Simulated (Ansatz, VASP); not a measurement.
One calculation of Ti4B, two programs

File INCAR:

```
PREC = Accurate
ENCUT = 520
EDIFF = 1E-6
ISMEAR = 0
SIGMA = 0.1
LREAL = False
LASPH = True
NELM = 150
ALGO = Normal
ISIF = 2
LWAVE = False
LCHARG = True
ISPIN = 2
MAGMOM = 1 1 1 1 0
LORBIT = 11
LMAXMIX = 4
GGA = PE
LELF = True
LVHAR = True
NBANDS = 38
```

Contents of KPOINTS:

```
regular mesh
0
Gamma
  6 6 4
```

Contents of POSCAR:

```
Ti4B
1.0
    4.3649197472      0.0000000000      0.0000000000
   -2.1824598736      3.7801313865      0.0000000000
    0.0000000000      0.0000000000      5.0913176973
Ti B
4 1
Direct
    0.3333333333      0.6666666667      0.0000000000
    0.6666666667      0.3333333333      0.0000000000
    0.3333333333      0.6666666667      0.5000000000
    0.6666666667      0.3333333333      0.5000000000
    0.0000000000      0.0000000000      0.5000000000
```

Input for Ansatz:

```yaml
crystal:
  lattice:
    - [4.3649197472, 0.0, 0.0]
    - [-2.1824598736, 3.7801313865, 0.0]
    - [0.0, 0.0, 5.0913176973]
  atoms:
    - { symbol: Ti, position: [0.3333333333, 0.6666666667, 0.0], spin: 1.0 }
    - { symbol: Ti, position: [0.6666666667, 0.3333333333, 0.0], spin: 1.0 }
    - { symbol: Ti, position: [0.3333333333, 0.6666666667, 0.5], spin: 1.0 }
    - { symbol: Ti, position: [0.6666666667, 0.3333333333, 0.5], spin: 1.0 }
    - { symbol: B, position: [0.0, 0.0, 0.5] }
basis:
  ecutwfc: 420
kpoints:
  mp_grid: { grid: [6, 6, 4] }
hamiltonian:
  xc: pbe
scf:
  occupations: { method: gaussian, width: 0.1 }
  lower_state_search: "off"
output:
  forces: true
  stress: true
  eigenvalues: true
  populations: true
magnetization:
  spin_polarized: true
```

Alike in both runs: task single point; functional PBE; k mesh 6 × 6 × 4; occupations gaussian, width 0.1 eV; collinear spin.

|  | VASP | Ansatz |
| --- | --- | --- |
| version | VASP 6.6.1 | Ansatz 0.2.0 |
| potentials or method | VASP PAW PBE potentials, release 64 (Ti_sv, B), cutoff 520 eV | scalar-relativistic, plane waves, PAW |
| valence electrons in the cell | 51 | 51 |

Ansatz gave:

```
gap on the k mesh at the Fermi level (eV)                     : none
pressure (GPa)                                                : 0.2
net moment per atom (μB)                                      : 0.18
size of the moment on the site where the two differ most (μB) : 0.33
```

Estimate VASP's values.

gap on the k mesh at the Fermi level (eV): none; pressure (GPa): 0.1; net moment per atom (μB): 0.18; size of the moment on the site where the two differ most (μB): 0.36.

Site moments also hang on the region over which each program counts them. A gap of «none» marks a metal or a gap that the smearing closes. The functional is the same, so the differences come from potentials, cutoffs and numerics.
